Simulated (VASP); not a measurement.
# Cu (Fd-3m) in VASP: further runs

The runs below take Cu through single point, relaxation of cell and atoms, with PBE.

Everything below comes from runs of VASP 6.6.1. Logs are shortened: lines on timing, memory, paths and dates and some standing lists are left out, and cuts for length are marked.

**1. The cell of the first run**

The structure is cubic, space group Fd-3m (No. 227). The conventional cell has a = 6.847 Å, b = 6.847 Å, c = 6.847 Å, α = 90.00°, β = 90.00°, γ = 90.00°. Cu (site symmetry -3m) has 6 Cu at 2.42 Å within 3.2 Å.

**2. Single point, PBE**

Contents of INCAR:

```
  ALGO = Normal
  EDIFF = 1E-6
  ENCUT = 520
  GGA = PE
  ISIF = 2
  ISMEAR = 0
  LASPH = T
  LCHARG = F
  LREAL = F
  LWAVE = F
  NBANDS = 30
  NELM = 100
  PREC = Accurate
  SIGMA = 0.1
```

Contents of KPOINTS:

```
k-points
0
Gamma
  12 12 12
```

Contents of POSCAR:

```
Cu
1.0
    0.0000000000      3.4236070225      3.4236070225
    3.4236070225      0.0000000000      3.4236070225
    3.4236070225      3.4236070225      0.0000000000
Cu
4
Direct
    0.6250000000      0.6250000000      0.6250000000
    0.1250000000      0.6250000000      0.6250000000
    0.6250000000      0.1250000000      0.6250000000
    0.6250000000      0.6250000000      0.1250000000
```

Potentials or basis: VASP PAW PBE potentials, release 64 (Cu).

Run with:

```console
$ cat potpaw_PBE.64/Cu/POTCAR > POTCAR
$ mpirun -np 1 vasp_std > vasp.out
```

OUTCAR:

```text
EDIFF = 1E-6
   ENCUT = 520
   GGA = PE
   ISIF = 2
   ISMEAR = 0
   LASPH = T
   LREAL = F
   NELM = 100
   PREC = Accurate

 ion  position               nearest neighbor table
   1  0.625  0.625  0.625-   2 2.42   3 2.42   4 2.42   4 2.42   3 2.42   2 2.42
   2  0.125  0.625  0.625-   1 2.42   4 2.42   3 2.42   1 2.42   3 2.42   4 2.42
   3  0.625  0.125  0.625-   1 2.42   4 2.42   1 2.42   2 2.42   4 2.42   2 2.42
   4  0.625  0.625  0.125-   1 2.42   1 2.42   2 2.42   3 2.42   3 2.42   2 2.42

  LATTYP: Found a face centered cubic cell.
 ALAT       =     6.8472140450

  Lattice vectors:

 A1 = (   0.0000000000,   3.4236070225,   3.4236070225)
 A2 = (   3.4236070225,   0.0000000000,   3.4236070225)
 A3 = (   3.4236070225,   3.4236070225,   0.0000000000)

Analysis of symmetry for initial positions (statically):
=====================================================================
 Subroutine PRICEL returns:
 Original cell was already a primitive cell.

 Routine SETGRP: Setting up the symmetry group for a
 face centered cubic supercell.

 Subroutine GETGRP returns: Found 48 space group operations
 (whereof 24 operations were pure point group operations)
 out of a pool of 48 trial point group operations.

The static configuration has the point symmetry T_d .
 The point group associated with its full space group is O_h .

Analysis of symmetry for dynamics (positions and initial velocities):
=====================================================================
 Subroutine PRICEL returns:
 Original cell was already a primitive cell.

 Routine SETGRP: Setting up the symmetry group for a
 face centered cubic supercell.

 Subroutine GETGRP returns: Found 48 space group operations
 (whereof 24 operations were pure point group operations)
 out of a pool of 48 trial point group operations.

The dynamic configuration has the point symmetry T_d .
 The point group associated with its full space group is O_h .

 Subroutine INISYM returns: Found 48 space group operations
 (whereof 24 operations are pure point group operations),
 and found     1 'primitive' translations

----------------------------------------------------------------------------------------

                                     Primitive cell

  volume of cell :      80.2568

  direct lattice vectors                    reciprocal lattice vectors
     0.000000000  3.423607023  3.423607023    -0.146044799  0.146044799  0.146044799
     3.423607023  0.000000000  3.423607023     0.146044799 -0.146044799  0.146044799
     3.423607023  3.423607023  0.000000000     0.146044799  0.146044799 -0.146044799

  length of vectors
     4.841711483  4.841711483  4.841711483     0.252957012  0.252957012  0.252957012

  position of ions in fractional coordinates (direct lattice)
     0.625000000  0.625000000  0.625000000
     0.125000000  0.625000000  0.625000000
     0.625000000  0.125000000  0.625000000
     0.625000000  0.625000000  0.125000000

  ion indices of the primitive-cell ions
   primitive index   ion index
                 1           1
                 2           2
                 3           3
                 4           4

----------------------------------------------------------------------------------------

 KPOINTS: k-points

Automatic generation of k-mesh.
 Grid dimensions read from file:
 generate k-points for:   12   12   12

 Generating k-lattice:

  Cartesian coordinates                     Fractional coordinates (reciprocal lattice)
    -0.012170400  0.012170400  0.012170400     0.083333333  0.000000000  0.000000000
     0.012170400 -0.012170400  0.012170400     0.000000000  0.083333333  0.000000000
     0.012170400  0.012170400 -0.012170400     0.000000000  0.000000000  0.083333333

  Length of vectors
     0.021079751  0.021079751  0.021079751

  Shift w.r.t. Gamma in fractional coordinates (k-lattice)
     0.000000000  0.000000000  0.000000000

 Subroutine IBZKPT returns following result:
 ===========================================

 Found     72 irreducible k-points:

 Following reciprocal coordinates:
            Coordinates               Weight
  0.000000  0.000000  0.000000      1.000000
  0.083333  0.000000  0.000000      8.000000
  0.166667  0.000000  0.000000      8.000000
  0.250000  0.000000  0.000000      8.000000
  0.333333  0.000000  0.000000      8.000000
  0.416667  0.000000  0.000000      8.000000
[... 16 lines left out ...]
  0.500000  0.166667  0.000000     24.000000
 -0.416667  0.166667  0.000000     24.000000
 [... further k-points ...]
   k-points           NKPTS =     72   k-points in BZ     NKDIM =     72   number of bands    NBANDS=     30
   number of dos      NEDOS =    301   number of ions     NIONS =      4
   total plane-waves  NPLWV =  46656
   dimension x,y,z NGX =    36 NGY =   36 NGZ =   36
   dimension x,y,z NGXF=    72 NGYF=   72 NGZF=   72
   ions per type =               4
   NGX,Y,Z   is equivalent  to a cutoff of  12.36, 12.36, 12.36 a.u.
   NGXF,Y,Z  is equivalent  to a cutoff of  24.72, 24.72, 24.72 a.u.
 SYSTEM =  unknown system
   PREC   = accura    normal or accurate (medium, high low for compatibility)
   ISTART =      0    job   : 0-new  1-cont  2-samecut
   ICHARG =      2    charge: 1-file 2-atom 10-const
   ISPIN  =      1    spin polarized calculation?
   LNONCOLLINEAR =      F non collinear calculations
   LSORBIT =      F    spin-orbit coupling
   LASPH  =      T    aspherical Exc in radial PAW
   ENCUT  =  520.0 eV  38.22 Ry    6.18 a.u.   9.00  9.00  9.00*2*pi/ulx,y,z
   NELM   =    100;   NELMIN=  2; NELMDL= -5     # of ELM steps
   EDIFF  = 0.1E-05   stopping-criterion for ELM
   LREAL  =      F    real-space projection
   EDIFFG = 0.1E-04   stopping-criterion for IOM
   NSW    =      0    number of steps for IOM
   IBRION =     -1    ionic relax: 0-MD 1-quasi-New 2-CG
   NFREE  =      0    steps in history (QN), initial steepest desc. (CG)
   ISIF   =      2    stress and relaxation
   ISYM   =      2    0-nonsym 1-usesym 2-fastsym
   POTIM  = 0.5000    time-step for ionic-motion
   TEBEG  =    0.0;   TEEND  =   0.0 temperature during run
   PSTRESS=    0.0 pullay stress
   NELECT =      44.0000    total number of electrons
   NUPDOWN=      -1.0000    fix difference up-down
   EMIN   =  10.00;   EMAX   =-10.00  energy-range for DOS
   EFERMI =   0.00;   METHOD = LEGACY
   ISMEAR =     0;   SIGMA  =   0.10  broadening in eV -4-tet -1-fermi 0-gaus
   EFERMI_NEDOS =   21; number of points for ismear=-14 and -15
   IALGO  =     38    algorithm
   IMIX   =      4    mixing-type and parameters
     AMIX     =   0.40;   BMIX     =  1.00
     AMIX_MAG =   1.60;   BMIX_MAG =  1.00
  volume/ion in A,a.u.               =      20.06       135.40
  Fermi-wavevector in a.u.,A,eV,Ry     =   1.339878  2.532002 24.426161  1.795272
  Thomas-Fermi vector in A             =   2.468235
   LORBIT       =      0    0 simple, 1 ext, 2 COOP (PROOUT), +10 PAW based schemes
   GGA     = PE    functional components
   LHFCALC =     F    Hartree Fock is set to
   AEXX    =    0.0000 exact exchange contribution
   IVDW    =     0    specifies the selected vdW correction
   LEPSILON=     F    determine dielectric tensor
   LRPA    =     F    only Hartree local field effects (RPA)
 non-spin polarized calculation
 Gauss-broadening in eV      SIGMA  =   0.10
  energy-cutoff  :      520.00
  volume of cell :       80.26
 maximum number of plane-waves:      2200
   NGX = 17   NGY = 17   NGZ = 17

 number of electron      44.0000036 magnetization

 Free energy of the ion-electron system (eV)
  ---------------------------------------------------
  ext. energy  EPLUGINS =         0.00000000
  ---------------------------------------------------
  free energy    TOTEN  =       -12.19897844 eV

  energy without entropy =      -12.19216074  energy(sigma->0) =      -12.19556959

 E-fermi :   2.4745     XC(G=0):  -9.3839

 val. band max:        2.4502810234   @ k =  -0.2500   0.3333   0.0833
 cond. band min:       2.4804132003   @ k =  -0.3333   0.4167   0.0833
 fundamental gap:      0.0301321769
 Fermi energy:         2.4745499373

 k-point     1 :       0.0000    0.0000    0.0000
  band No.  band energies     occupation
      1      -4.3892      2.00000
      2      -1.3868      2.00000
      3      -1.2246      2.00000
      4      -1.2246      2.00000
      5      -1.2246      2.00000
      6      -0.5978      2.00000
[... 22 lines left out ...]
     29       8.7665      0.00000
     30       8.7665      0.00000

 k-point     2 :       0.0833    0.0000    0.0000
  band No.  band energies     occupation
      1      -4.3318      2.00000
      2      -1.3565      2.00000
      3      -1.2197      2.00000
      4      -1.2026      2.00000
      5      -1.2026      2.00000
      6      -0.5868      2.00000
[... 22 lines left out ...]
     29       9.0240      0.00000
     30       9.1885      0.00000

 k-point     3 :       0.1667    0.0000    0.0000
  band No.  band energies     occupation
      1      -4.1640      2.00000
      2      -1.2681      2.00000
      3      -1.2028      2.00000
      4      -1.1404      2.00000
      5      -1.1404      2.00000
      6      -0.5537      2.00000
[... 22 lines left out ...]
     29       9.4595      0.00000
     30       9.9424      0.00000

 k-point     4 :       0.2500    0.0000    0.0000
  band No.  band energies     occupation
      1      -3.9024      2.00000
      2      -1.1821      2.00000
      3      -1.1157      2.00000
      4      -1.0510      2.00000
      5      -1.0510      2.00000
      6      -0.4944      2.00000
[... 616 lines left out ...]
     29      11.4524      0.00000
     30      12.4454      0.00000

 k-point    23 :       0.5000    0.1667    0.0000
  band No.  band energies     occupation
      1      -3.0270      2.00000
      2      -1.1133      2.00000
      3      -0.8242      2.00000
      4      -0.7747      2.00000
      5      -0.6736      2.00000
      6      -0.5519      2.00000
[... 22 lines left out ...]
     29      11.4270      0.00000
     30      12.5480      0.00000

 k-point    24 :      -0.4167    0.1667    0.0000
  band No.  band energies     occupation
      1      -2.9880      2.00000
      2      -1.0730      2.00000
      3      -0.8286      2.00000
      4      -0.7526      2.00000
      5      -0.7200      2.00000
      6      -0.5589      2.00000
[... 22 lines left out ...]
     29      11.4778      0.00000
     30      11.5950      0.00000

 [... further k-points ...]

------------------------ aborting loop because EDIFF is reached ----------------------------------------

  FORCE on cell =-STRESS in cart. coord.  units (eV):
  Direction    XX          YY          ZZ          XY          YZ          ZX
  --------------------------------------------------------------------------------------
  -------------------------------------------------------------------------------------
  Total        0.1350768      0.1350768      0.1350768      0.0000000     -0.0000000      0.0000000
  in kB        2.6965573      2.6965573      2.6965573      0.0000000     -0.0000000      0.0000000
  external PRESSURE =       2.6965573 kB  Pullay stress =       0.0000000 kB

 VOLUME and BASIS-vectors are now :
 -----------------------------------------------------------------------------
  energy-cutoff  :      520.00
  volume of cell :       80.26
      direct lattice vectors                 reciprocal lattice vectors
     0.000000000  3.423607023  3.423607023    -0.146044799  0.146044799  0.146044799
     3.423607023  0.000000000  3.423607023     0.146044799 -0.146044799  0.146044799
     3.423607023  3.423607023  0.000000000     0.146044799  0.146044799 -0.146044799

 POSITION                                       TOTAL-FORCE (eV/Angst)
 -----------------------------------------------------------------------------------
      4.27951      4.27951      4.27951         0.000000      0.000000      0.000000
      4.27951      2.56771      2.56771        -0.000000      0.000000     -0.000000
      2.56771      4.27951      2.56771        -0.000000     -0.000000      0.000000
      2.56771      2.56771      4.27951         0.000000      0.000000     -0.000000
 -----------------------------------------------------------------------------------
    total drift:                                0.000000      0.000000      0.000000

  FREE ENERGIE OF THE ION-ELECTRON SYSTEM (eV)
  ---------------------------------------------------
  free  energy   TOTEN  =       -12.1989784388 eV

  energy  without entropy=      -12.1921607388  energy(sigma->0) =      -12.19556959
```

It took 2.3 min on 1 thread of Intel Xeon Platinum 8259CL at 2.50GHz (Skylake/Cascade Lake), shared host; peak memory 0.27 GiB.

Results:

```yaml
Free_energy: -12.1990 eV
Pressure: 0.3 GPa
Band_gap_on_the_k_mesh: zero (band 22 reaches 3.29 eV, above the bottom of band 23 at 2.26 eV)
```

Levels at points of the mesh, in eV from the Fermi level:
| k point | band 18 | band 19 | band 20 | band 21 | band 22 | band 23 | band 24 | band 25 | band 26 | band 27 |
| --- | --- | --- | --- | --- | --- | --- | --- | --- | --- | --- |
| (0.00, 0.00, 0.00) | -1.50 | -0.80 | -0.80 | -0.80 | 0.82 | 3.13 | 3.13 | 3.13 | 6.24 | 6.24 |
| (0.50, 0.00, 0.00) | -1.57 | -1.57 | -1.50 | -1.50 | -0.80 | 1.80 | 3.97 | 3.97 | 3.98 | 3.98 |
| (0.50, 0.50, 0.00) | -1.89 | -1.59 | -1.59 | -1.52 | -1.52 | 1.83 | 1.83 | 2.38 | 2.38 | 10.55 |

**3. Relaxation of cell and atoms, PBE**

Contents of INCAR:

```
ALGO = Normal ; EDIFF = 1E-6
EDIFFG = -0.01 ; ENCUT = 600
GGA = PE ; IBRION = 2
ISIF = 3 ; ISMEAR = 0
LASPH = T ; LCHARG = F
LREAL = F ; LWAVE = F
NELM = 100 ; NSW = 100
PREC = Accurate ; SIGMA = 0.1
```

KPOINTS is that of step 2.

POSCAR is that of step 2.

Potentials or basis: VASP PAW PBE potentials, release 64 (Cu).

Run with:

```console
$ cat potpaw_PBE.64/Cu/POTCAR > POTCAR
$ mpirun -np 1 vasp_std > vasp.out
```

It took 5.9 min on 1 thread of Intel Xeon Platinum 8259CL at 2.50GHz (Skylake/Cascade Lake), shared host; peak memory 0.33 GiB.

The run converged. Its results:

```yaml
Free_energy: -12.1996 eV
Relaxed_volume: 20.16 Å³/atom
Relaxed_cell: a = 4.849 Å, b = 4.849 Å, c = 4.849 Å, α = 60.00°, β = 60.00°, γ = 60.00°
Space_group_after_relaxing_to_0.05_Å: Fd-3m (No. 227)
Energy_gained_by_relaxing: 0.1 meV/atom
Ionic_steps: 3
Pressure_after_relaxing: 0.1 GPa
Band_gap_on_the_k_mesh: zero (band 22 reaches 3.26 eV, above the bottom of band 23 at 2.23 eV)
```

The path:
| step | energy change (eV) | largest force (eV/Å) | pressure (GPa) | volume (Å³) |
| --- | --- | --- | --- | --- |
| 1 | 0.0000 | 0.0000 | 0.22 | 80.26 |
| 2 | -0.0004 | 0.0000 | 0.11 | 80.58 |
| 3 | -0.0005 | 0.0000 | 0.07 | 80.64 |

Final structure:
```cif
data_structure
_symmetry_space_group_name_H-M 'P 1'
_symmetry_Int_Tables_number 1
_cell_length_a 4.8494
_cell_length_b 4.8494
_cell_length_c 4.8494
_cell_angle_alpha 60.000
_cell_angle_beta 60.000
_cell_angle_gamma 60.000
_cell_volume 80.64
loop_
_atom_site_label
_atom_site_type_symbol
_atom_site_fract_x
_atom_site_fract_y
_atom_site_fract_z
_atom_site_occupancy
Cu1 Cu 0.62500 0.62500 0.62500 1
Cu2 Cu 0.12500 0.62500 0.62500 1
Cu3 Cu 0.62500 0.12500 0.62500 1
Cu4 Cu 0.62500 0.62500 0.12500 1
```

Levels at points of the mesh, in eV from the Fermi level:
| k point | band 18 | band 19 | band 20 | band 21 | band 22 | band 23 | band 24 | band 25 | band 26 |
| --- | --- | --- | --- | --- | --- | --- | --- | --- | --- |
| (0.00, 0.00, 0.00) | -1.49 | -0.80 | -0.80 | -0.80 | 0.81 | 3.13 | 3.13 | 3.13 | 6.20 |
| (0.50, 0.00, 0.00) | -1.57 | -1.57 | -1.50 | -1.50 | -0.80 | 1.80 | 3.96 | 3.96 | 3.96 |
| (0.50, 0.50, 0.00) | -1.88 | -1.59 | -1.59 | -1.52 | -1.52 | 1.82 | 1.82 | 2.38 | 2.38 |

[end of part 1 of 2]
